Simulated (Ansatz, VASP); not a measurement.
# One calculation of WC, two programs

File INCAR:

```
SYSTEM = WC
PREC = Accurate
ENCUT = 520
EDIFF = 1E-7
ISMEAR = 0
SIGMA = 0.15
LREAL = .False.
LASPH = .True.
NELM = 80
ALGO = Normal
ISIF = 2
LWAVE = .False.
LCHARG = .True.
GGA = PS
LELF = .True.
LVHAR = .True.
NBANDS = 16
```

KPOINTS

```
Automatic mesh
0
Gamma
  18 18 18
  0 0 0
```

File POSCAR:

```
WC
1.0
    0.0000000000      2.1926840000      2.0830498000
    2.1926840000      0.0000000000      2.0830498000
    2.1926840000      2.1926840000      0.0000000000
W C
1 1
Direct
    0.0000000000      0.0000000000      0.0000000000
    0.5000000000      0.5000000000      0.5000000000
```

Input for Ansatz:

```yaml
crystal:
  lattice:
    - [0.0, 2.192684, 2.0830498]
    - [2.192684, 0.0, 2.0830498]
    - [2.192684, 2.192684, 0.0]
  atoms:
    - { symbol: W, position: [0.0, 0.0, 0.0] }
    - { symbol: C, position: [0.5, 0.5, 0.5] }
basis:
  ecutwfc: 420
kpoints:
  mp_grid: { grid: [18, 18, 18] }
hamiltonian:
  xc: pbesol
scf:
  occupations: { method: gaussian, width: 0.15 }
output:
  forces: true
  stress: true
  eigenvalues: true
```

Change from the starting cell: strain +0.000 along x and y, -0.050 along z, atoms carried along.

Alike in both runs: task single point; functional PBEsol; k mesh 18 × 18 × 18; occupations gaussian, width 0.15 eV; no spin polarisation.

|  | VASP | Ansatz |
| --- | --- | --- |
| version | VASP 6.6.1 | Ansatz 0.2.0 |
| potentials or method | VASP PAW PBE potentials, release 64 (W_sv, C), cutoff 520 eV | scalar-relativistic, plane waves, PAW |
| valence electrons in the cell | 18 | 18 |

Ansatz gave:

| Property | Result |
| --- | --- |
| gap on the k mesh at the Fermi level (eV) | none |
| pressure (GPa) | 12.1 |
| traceless stress, the component that is largest in VASP (GPa) | 26.65 |

Question: What did VASP give for the same quantities?

Answer: gap on the k mesh at the Fermi level (eV): none; pressure (GPa): 13.4; traceless stress, the component that is largest in VASP (GPa): 26.83.

VASP's potentials were made for PBE, not for PBEsol. A gap of «none» marks a metal or a gap that the smearing closes. With one functional, cell and mesh, what is left measures potentials, basis and numerics.

Spin-orbit coupling is off throughout.
